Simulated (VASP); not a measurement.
Runs of VASP 6.6.1 on C. Symmetry: Fd-3m, No. 227, cubic system. The conventional cell has a = 3.567 Å, b = 3.567 Å, c = 3.567 Å, α = 90.00°, β = 90.00°, γ = 90.00°. Within 2.1 Å of C (site symmetry -43m) lie 4 C at 1.54 Å. 

| k mesh | gap on the mesh (eV) | pressure (GPa) |
| --- | --- | --- |
| 18 × 18 × 18 | 4.15 | 1.8 |
| 8 × 8 × 8 | 4.13 | 1.8 |
| 4 × 4 × 4 | 4.43 | (a) |
| 14 × 14 × 14 | 4.13 | 1.8 |
| 6 × 6 × 6 | 4.15 | 1.9 |

Alike in all rows: task single point; level PBE; potentials or basis VASP PAW PBE potentials, release 64 (C); no spin polarisation; cell as given; cutoff (eV) 600; smearing gaussian 0.02 eV.

Question: Fill in the values left out.

Answer: (a) 2.9.

Caveats: some runs use coarse meshes.

A k mesh can miss the band edges.
